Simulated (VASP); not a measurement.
# Ti3S2: single point with PBEsol

Ti3S2:

```
Ti S
1.0
     2.76738    1.59775    3.23762
    -2.76738    1.59775    3.23762
     0.00000   -3.19549    3.23762
Ti S
3 2
Cartesian
  -0.9289 -1.5866 3.2376
  1.8385 -0.0111 3.2376
  -0.9096 1.5977 3.2376
  0.0000 0.0000 1.6302
  0.0000 0.0000 8.0827
```

| Quantity | Value |
| --- | --- |
| Program | VASP 6.6.1 |
| Task | single point |
| Functional | PBEsol |
| Potentials or basis | VASP PAW PBE potentials, release 64 (Ti_sv, S) |
| Cutoff | 520 eV |
| k mesh | 5 × 5 × 5 |
| Occupations | fermi-dirac, width 0.05 eV |
| Spin | no spin polarisation |
| Dipole correction | no |
| Further INCAR settings | ALGO = Normal; EDIFF = 1e-07; NBANDS = 32 |

```yaml
Pressure: -8.4 GPa
Largest_force: 0.150 eV/Å
Band_gap_on_the_k_mesh: zero (bands 24 and 25 overlap by 0.15 eV)
```

Forces in eV/Å, atoms in the order of the input:
```
Ti   0.075 -0.130  0.000
Ti   0.075  0.130  0.000
Ti  -0.150  0.000  0.000
S    0.000  0.000  0.095
S    0.000  0.000 -0.095
```

Stress tensor (GPa, compression positive):
```
-8.59  0.00  0.00
 0.00 -8.59  0.00
 0.00  0.00 -8.06
```

Levels at points of the mesh, in eV from the Fermi level:
```csv
k point,band 21,band 22,band 23,band 24,band 25,band 26,band 27,band 28
"(0.00, 0.00, 0.00)",-2.06,-1.38,0.00,0.00,0.53,0.53,1.67,1.67
```

Wall time 54 s on 1 thread of Intel Xeon 8259CL (shared host), peak memory 0.22 GiB.

Caveat: the cell stands under tension; the PAW data sets were made with another functional, which shifts forces and pressure a little.
